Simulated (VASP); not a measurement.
# CsPbCl3 in VASP: a series of runs

The runs below take CsPbCl3 through single point, with PBE.

Everything below comes from runs of VASP 6.6.1. Logs are shortened: lines on timing, memory, paths and dates and some standing lists are left out, and cuts for length are marked.

## 1. The cell of the first run

The typed cell holds 5 atoms: a = 5.741 Å, b = 5.741 Å, c = 5.741 Å, α = 90.00°, β = 90.00°, γ = 90.00°.

## 2. Single point, PBE

The input, INCAR:

```
ALGO     = Normal         # electronic algorithm
EDIFF    = 1E-6           # SCF threshold, eV
ENCUT    = 520            # plane-wave cutoff, eV
GGA      = PE             # functional
ISIF     = 2              # what is computed and relaxed
ISMEAR   = 0              # smearing method
LASPH    = T              # aspherical terms in the spheres
LCHARG   = F              # write CHGCAR
LREAL    = F              # projectors in reciprocal space
LWAVE    = F              # write WAVECAR
NBANDS   = 30             # bands
NELM     = 60             # most SCF steps
PREC     = Accurate       # precision mode
SIGMA    = 0.01           # smearing width, eV
```

The input, KPOINTS:

```
k-points
0
Gamma
  4 4 4
```

The input, POSCAR:

```
CsPbCl3
1.0
    4.0593838742      2.3436863725      3.3140719443
   -4.0593838742      2.3436863725      3.3140719443
    0.0000000000     -4.6873727450      3.3140719443
Cs Pb Cl
1 1 3
Direct
    0.5000000000      0.5000000000      0.5000000000
    0.0000000000      0.0000000000      0.0000000000
    0.5000000000      0.0000606403      0.9999393597
    0.0000606403      0.9999393597      0.5000000000
    0.9999393597      0.5000000000      0.0000606403
```

Potentials or basis: VASP PAW PBE potentials, release 64 (Cs_sv, Pb_d, Cl).

Launch:

```sh
$ cat potpaw_PBE.64/Cs_sv/POTCAR potpaw_PBE.64/Pb_d/POTCAR potpaw_PBE.64/Cl/POTCAR > POTCAR
$ mpirun -np 1 vasp_std > vasp.out
```

OUTCAR:

```text
EDIFF = 1E-6
   ENCUT = 520
   GGA = PE
   ISIF = 2
   ISMEAR = 0
   LASPH = T
   LREAL = F
   NELM = 60
   PREC = Accurate

 ion  position               nearest neighbor table
   1  0.500  0.500  0.500-
   2  0.000  0.000  0.000-   4 2.87   4 2.87   3 2.87   5 2.87   5 2.87   3 2.87
   3  0.500  0.000  1.000-   2 2.87   2 2.87
   4  0.000  1.000  0.500-   2 2.87   2 2.87
   5  1.000  0.500  0.000-   2 2.87   2 2.87

  LATTYP: Found a trigonal (rhomboedric) cell.
 ALAT       =     5.7406041583
 COS(alpha) =    -0.0000806800

  Lattice vectors:

 A1 = (   4.0593838742,   2.3436863725,   3.3140719443)
 A2 = (  -4.0593838742,   2.3436863725,   3.3140719443)
 A3 = (   0.0000000000,  -4.6873727450,   3.3140719443)

Analysis of symmetry for initial positions (statically):
=====================================================================
 Subroutine PRICEL returns:
 Original cell was already a primitive cell.

 Routine SETGRP: Setting up the symmetry group for a
 trigonal (rhombohedral) supercell.

 Subroutine GETGRP returns: Found  6 space group operations
 (whereof  6 operations were pure point group operations)
 out of a pool of 12 trial point group operations.

The static configuration has the point symmetry D_3 .

Analysis of symmetry for dynamics (positions and initial velocities):
=====================================================================
 Subroutine PRICEL returns:
 Original cell was already a primitive cell.

 Routine SETGRP: Setting up the symmetry group for a
 trigonal (rhombohedral) supercell.

 Subroutine GETGRP returns: Found  6 space group operations
 (whereof  6 operations were pure point group operations)
 out of a pool of 12 trial point group operations.

The dynamic configuration has the point symmetry D_3 .

 Subroutine INISYM returns: Found  6 space group operations
 (whereof  6 operations are pure point group operations),
 and found     1 'primitive' translations

----------------------------------------------------------------------------------------

                                     Primitive cell

  volume of cell :     189.1789

  direct lattice vectors                    reciprocal lattice vectors
     4.059383874  2.343686373  3.314071944     0.123171401  0.071113042  0.100581200
    -4.059383874  2.343686373  3.314071944    -0.123171401  0.071113042  0.100581200
     0.000000000 -4.687372745  3.314071944     0.000000000 -0.142226083  0.100581200

  length of vectors
     5.740604158  5.740604158  5.740604158     0.174197694  0.174197694  0.174197694

  position of ions in fractional coordinates (direct lattice)
     0.500000000  0.500000000  0.500000000
     0.000000000  0.000000000  0.000000000
     0.500000000  0.000060640  0.999939360
     0.000060640  0.999939360  0.500000000
     0.999939360  0.500000000  0.000060640

  ion indices of the primitive-cell ions
   primitive index   ion index
                 1           1
                 2           2
                 3           3
                 4           4
                 5           5

----------------------------------------------------------------------------------------

 KPOINTS: k-points

Automatic generation of k-mesh.
 Grid dimensions read from file:
 generate k-points for:    4    4    4

 Generating k-lattice:

  Cartesian coordinates                     Fractional coordinates (reciprocal lattice)
     0.030792850  0.017778260  0.025145300     0.250000000 -0.000000000  0.000000000
    -0.030792850  0.017778260  0.025145300    -0.000000000  0.250000000  0.000000000
     0.000000000 -0.035556521  0.025145300     0.000000000  0.000000000  0.250000000

  Length of vectors
     0.043549423  0.043549423  0.043549423

  Shift w.r.t. Gamma in fractional coordinates (k-lattice)
     0.000000000  0.000000000  0.000000000

 Subroutine IBZKPT returns following result:
 ===========================================

 Found     13 irreducible k-points:

 Following reciprocal coordinates:
            Coordinates               Weight
  0.000000  0.000000  0.000000      1.000000
  0.250000 -0.000000 -0.000000      6.000000
  0.500000 -0.000000 -0.000000      3.000000
  0.250000  0.250000 -0.000000      6.000000
  0.500000  0.250000 -0.000000     12.000000
 -0.250000  0.250000  0.000000      6.000000
  0.500000  0.500000 -0.000000      3.000000
  0.250000  0.250000  0.250000      2.000000
  0.500000  0.250000  0.250000      6.000000
 -0.250000  0.250000  0.250000      6.000000
  0.500000  0.500000  0.250000      6.000000
 -0.250000  0.500000  0.250000      6.000000
  0.500000  0.500000  0.500000      1.000000
   k-points           NKPTS =     13   k-points in BZ     NKDIM =     13   number of bands    NBANDS=     30
   number of dos      NEDOS =    301   number of ions     NIONS =      5
   total plane-waves  NPLWV = 110592
   dimension x,y,z NGX =    48 NGY =   48 NGZ =   48
   dimension x,y,z NGXF=    96 NGYF=   96 NGZF=   96
   ions per type =               1   1   3
   NGX,Y,Z   is equivalent  to a cutoff of  13.90, 13.90, 13.90 a.u.
   NGXF,Y,Z  is equivalent  to a cutoff of  27.80, 27.80, 27.80 a.u.
 SYSTEM =  unknown system
   PREC   = accura    normal or accurate (medium, high low for compatibility)
   ISTART =      0    job   : 0-new  1-cont  2-samecut
   ICHARG =      2    charge: 1-file 2-atom 10-const
   ISPIN  =      1    spin polarized calculation?
   LNONCOLLINEAR =      F non collinear calculations
   LSORBIT =      F    spin-orbit coupling
   LASPH  =      T    aspherical Exc in radial PAW
   ENCUT  =  520.0 eV  38.22 Ry    6.18 a.u.  10.67 10.67 10.67*2*pi/ulx,y,z
   NELM   =     60;   NELMIN=  2; NELMDL= -5     # of ELM steps
   EDIFF  = 0.1E-05   stopping-criterion for ELM
   LREAL  =      F    real-space projection
   EDIFFG = 0.1E-04   stopping-criterion for IOM
   NSW    =      0    number of steps for IOM
   IBRION =     -1    ionic relax: 0-MD 1-quasi-New 2-CG
   NFREE  =      0    steps in history (QN), initial steepest desc. (CG)
   ISIF   =      2    stress and relaxation
   ISYM   =      2    0-nonsym 1-usesym 2-fastsym
   POTIM  = 0.5000    time-step for ionic-motion
   TEBEG  =    0.0;   TEEND  =   0.0 temperature during run
   PSTRESS=    0.0 pullay stress
   NELECT =      44.0000    total number of electrons
   NUPDOWN=      -1.0000    fix difference up-down
   EMIN   =  10.00;   EMAX   =-10.00  energy-range for DOS
   EFERMI =   0.00;   METHOD = LEGACY
   ISMEAR =     0;   SIGMA  =   0.01  broadening in eV -4-tet -1-fermi 0-gaus
   EFERMI_NEDOS =   21; number of points for ismear=-14 and -15
   IALGO  =     38    algorithm
   IMIX   =      4    mixing-type and parameters
     AMIX     =   0.40;   BMIX     =  1.00
     AMIX_MAG =   1.60;   BMIX_MAG =  1.00
  volume/ion in A,a.u.               =      37.84       255.33
  Fermi-wavevector in a.u.,A,eV,Ry     =   1.006780  1.902539 13.790960  1.013607
  Thomas-Fermi vector in A             =   2.139544
   LORBIT       =      0    0 simple, 1 ext, 2 COOP (PROOUT), +10 PAW based schemes
   GGA     = PE    functional components
   LHFCALC =     F    Hartree Fock is set to
   AEXX    =    0.0000 exact exchange contribution
   IVDW    =     0    specifies the selected vdW correction
   LEPSILON=     F    determine dielectric tensor
   LRPA    =     F    only Hartree local field effects (RPA)
 non-spin polarized calculation
 Gauss-broadening in eV      SIGMA  =   0.01
  energy-cutoff  :      520.00
  volume of cell :      189.18
 maximum number of plane-waves:      5112
 NGX is ok and might be reduce to    48
   NGX = 21   NGY = 21   NGZ = 21

 number of electron      44.0000013 magnetization

 Free energy of the ion-electron system (eV)
  ---------------------------------------------------
  ext. energy  EPLUGINS =         0.00000000
  ---------------------------------------------------
  free energy    TOTEN  =       -17.54955645 eV

  energy without entropy =      -17.54955645  energy(sigma->0) =      -17.54955645

 E-fermi :   0.9750     XC(G=0):  -7.5172

 val. band max:        0.9261594820   @ k =   0.5000   0.5000   0.5000
 cond. band min:       3.1484422415   @ k =   0.5000   0.5000   0.5000
 fundamental gap:      2.2222827595
 Fermi energy:         0.9749553329

 k-point     1 :       0.0000    0.0000    0.0000
  band No.  band energies     occupation
      1     -20.0932      2.00000
      2     -15.5782      2.00000
      3     -15.5782      2.00000
      4     -15.4238      2.00000
      5     -15.4238      2.00000
      6     -15.4238      2.00000
[... 22 lines left out ...]
     29       6.9711      0.00000
     30       6.9714      0.00000

 k-point     2 :       0.2500   -0.0000   -0.0000
  band No.  band energies     occupation
      1     -20.0926      2.00000
      2     -15.5782      2.00000
      3     -15.5440      2.00000
      4     -15.4243      2.00000
      5     -15.4243      2.00000
      6     -15.4238      2.00000
[... 22 lines left out ...]
     29       6.7646      0.00000
     30       7.3637      0.00000

 k-point     3 :       0.5000   -0.0000   -0.0000
  band No.  band energies     occupation
      1     -20.0919      2.00000
      2     -15.5781      2.00000
      3     -15.5088      2.00000
      4     -15.4248      2.00000
      5     -15.4248      2.00000
      6     -15.4238      2.00000
[... 22 lines left out ...]
     29       7.0532      0.00000
     30       8.0916      0.00000

 k-point     4 :       0.2500    0.2500   -0.0000
  band No.  band energies     occupation
      1     -20.0919      2.00000
      2     -15.5615      2.00000
      3     -15.5253      2.00000
      4     -15.4248      2.00000
      5     -15.4243      2.00000
      6     -15.4243      2.00000
[... 253 lines left out ...]
     29       7.0655      0.00000
     30       7.4601      0.00000

 k-point    12 :      -0.2500    0.5000    0.2500
  band No.  band energies     occupation
      1     -20.0907      2.00000
      2     -15.5252      2.00000
      3     -15.4875      2.00000
      4     -15.4253      2.00000
      5     -15.4252      2.00000
      6     -15.4248      2.00000
[... 22 lines left out ...]
     29       7.3446      0.00000
     30       7.3716      0.00000

 k-point    13 :       0.5000    0.5000    0.5000
  band No.  band energies     occupation
      1     -20.0896      2.00000
      2     -15.4667      2.00000
      3     -15.4667      2.00000
      4     -15.4257      2.00000
      5     -15.4257      2.00000
      6     -15.4257      2.00000
[... 22 lines left out ...]
     29       6.8422      0.00000
     30       7.9801      0.00000

------------------------ aborting loop because EDIFF is reached ----------------------------------------

  FORCE on cell =-STRESS in cart. coord.  units (eV):
  Direction    XX          YY          ZZ          XY          YZ          ZX
  --------------------------------------------------------------------------------------
  -------------------------------------------------------------------------------------
  Total       -0.0575528     -0.0575528     -0.0560299      0.0000000      0.0000000      0.0000000
  in kB       -0.4874207     -0.4874207     -0.4745230      0.0000000      0.0000000      0.0000000
  external PRESSURE =      -0.4831215 kB  Pullay stress =       0.0000000 kB

 VOLUME and BASIS-vectors are now :
 -----------------------------------------------------------------------------
  energy-cutoff  :      520.00
  volume of cell :      189.18
      direct lattice vectors                 reciprocal lattice vectors
     4.059383874  2.343686373  3.314071944     0.123171401  0.071113042  0.100581200
    -4.059383874  2.343686373  3.314071944    -0.123171401  0.071113042  0.100581200
     0.000000000 -4.687372745  3.314071944     0.000000000 -0.142226083  0.100581200

 POSITION                                       TOTAL-FORCE (eV/Angst)
 -----------------------------------------------------------------------------------
      0.00000      0.00000      4.97111         0.000000     -0.000000     -0.000000
      0.00000      0.00000      0.00000         0.000000      0.000000     -0.000000
      2.02945     -3.51510      4.97111         0.000021     -0.000036     -0.000000
     -4.05889      0.00000      4.97111        -0.000041     -0.000000      0.000000
      2.02945      3.51510      4.97111         0.000021      0.000036     -0.000000
 -----------------------------------------------------------------------------------
    total drift:                                0.000000     -0.000000      0.000000

  FREE ENERGIE OF THE ION-ELECTRON SYSTEM (eV)
  ---------------------------------------------------
  free  energy   TOTEN  =       -17.5495564504 eV

  energy  without entropy=      -17.5495564504  energy(sigma->0) =      -17.54955645
```

Wall time 39 s (1 thread of Intel Xeon 6975P-C (Granite Rapids), shared host); peak memory 0.35 GiB.

What came out:

```yaml
Free_energy: -17.5496 eV
Pressure: 0.0 GPa
Band_gap_on_the_k_mesh: 2.22 eV
```

Caveat: spin-orbit coupling is left out, which moves the levels of the heavy elements. A k mesh can miss the band edges.

## 3. Single point, PBE (38.97 Å³/atom)

This run uses another cell than the first one, of 38.97 Å³/atom.

The input, INCAR:

```
SYSTEM = CsPbCl3
PREC = Accurate
ENCUT = 520
EDIFF = 1E-6
ISMEAR = 0
SIGMA = 0.01
LREAL = .False.
LASPH = .True.
NELM = 80
ALGO = Normal
ISIF = 2
LWAVE = .False.
LCHARG = .False.
GGA = PE
NBANDS = 30
```

The input, KPOINTS:

```
Automatic mesh
0
Gamma
  4 4 4
  0 0 0
```

POSCAR: that of step 2 with these lines changed.

```diff
@@ -2,5 +2,5 @@
 1.0
-    4.0593838742      2.3436863725      3.3140719443
-   -4.0593838742      2.3436863725      3.3140719443
-    0.0000000000     -4.6873727450      3.3140719443
+    4.0995784078      2.3668926973      3.3468866719
+   -4.0995784078      2.3668926973      3.3468866719
+    0.0000000000     -4.7337853946      3.3468866719
 Cs Pb Cl
```

Potentials or basis: VASP PAW PBE potentials, release 64 (Cs_sv, Pb_d, Cl).

Launch:

```sh
$ cat potpaw_PBE.64/Cs_sv/POTCAR potpaw_PBE.64/Pb_d/POTCAR potpaw_PBE.64/Cl/POTCAR > POTCAR
$ mpirun -np 1 vasp_std > vasp.out
```

Wall time 35 s (1 thread of Intel Xeon 6975P-C (Granite Rapids), shared host); peak memory 0.35 GiB.

It converged, with:

```
Free energy            : -17.5386 eV
Pressure               : -0.7 GPa
Band gap on the k mesh : 2.32 eV
```

Levels at points of the mesh, in eV from the valence-band top:
```tsv
k point	band 20	band 21	band 22	band 23	band 24	band 25
(0.00, 0.00, 0.00)	-1.82	-1.82	-1.82	3.81	4.95	4.95
(0.50, 0.00, 0.00)	-1.90	-1.90	-1.32	3.19	5.11	5.40
(0.50, 0.50, 0.00)	-2.04	-1.55	-0.64	2.79	2.79	5.06
(0.50, 0.50, 0.50)	-1.54	-1.54	0.00	2.32	2.32	2.32
```

Caveat: spin-orbit coupling is left out, which moves the levels of the heavy elements.

## 4. Single point, PBE (40.11 Å³/atom)

This run uses another cell than the first one, of 40.11 Å³/atom.

The input, INCAR:

```
ALGO = Normal
EDIFF = 1E-6
ENCUT = 520
GGA = PE
ISIF = 2
ISMEAR = 0
LASPH = T
LCHARG = T
LELF = T
LREAL = F
LVHAR = T
LWAVE = F
NBANDS = 30
NELM = 60
PREC = Accurate
SIGMA = 0.01
```

The input, KPOINTS:

```
k-points
0
Gamma
  4 4 4
```

POSCAR: that of step 3 with these lines changed.

```diff
@@ -2,5 +2,5 @@
 1.0
-    4.0995784078      2.3668926973      3.3468866719
-   -4.0995784078      2.3668926973      3.3468866719
-    0.0000000000     -4.7337853946      3.3468866719
+    4.1389998493      2.3896526772      3.3790702488
+   -4.1389998493      2.3896526772      3.3790702488
+    0.0000000000     -4.7793053543      3.3790702488
 Cs Pb Cl
```

Launch:

```sh
$ cat potpaw_PBE.64/Cs_sv/POTCAR potpaw_PBE.64/Pb_d/POTCAR potpaw_PBE.64/Cl/POTCAR > POTCAR
$ mpirun -np 1 vasp_std > vasp.out
```

Wall time 45 s (1 thread of Intel Xeon 6975P-C (Granite Rapids), shared host); peak memory 0.35 GiB.

Results (log left out):

* Free energy: -17.5081 eV
* Pressure: -1.2 GPa
* Band gap on the k mesh: 2.41 eV

Levels at points of the mesh, in eV from the valence-band top:
```tsv
k point	band 18	band 19	band 20	band 21	band 22	band 23	band 24	band 25	band 26	band 27
(0.00, 0.00, 0.00)	-1.70	-1.70	-1.64	-1.64	-1.64	3.92	5.11	5.11	5.91	5.91
(0.50, 0.00, 0.00)	-1.79	-1.78	-1.71	-1.71	-1.22	3.21	5.21	5.39	5.39	5.84
(0.50, 0.50, 0.00)	-1.90	-1.85	-1.85	-1.37	-0.59	2.85	2.85	5.07	5.96	6.09
(0.50, 0.50, 0.50)	-1.93	-1.37	-1.37	-1.37	0.00	2.41	2.41	2.41	5.67	6.16
```

Caveat: spin-orbit coupling is left out, which moves the levels of the heavy elements. A k mesh can miss the band edges.

## 5. Summary

```csv
cell,gap on the mesh (eV),pressure (GPa)
"a = 5.741 Å, 5 atoms",2.22,0.0
"a = 5.797 Å, 5 atoms",2.32,-0.7
"a = 5.853 Å, 5 atoms",2.41,-1.2
```

Alike in all rows: task single point; level PBE; potentials or basis VASP PAW PBE potentials, release 64 (Cs_sv, Pb_d, Cl); no spin polarisation; k mesh 4 × 4 × 4; cutoff (eV) 520; smearing gaussian 0.01 eV.

Caveats: spin-orbit coupling is left out, which moves the levels of the heavy elements.

Total energies depend on the potentials used, so only differences within one code and one set of settings carry meaning.
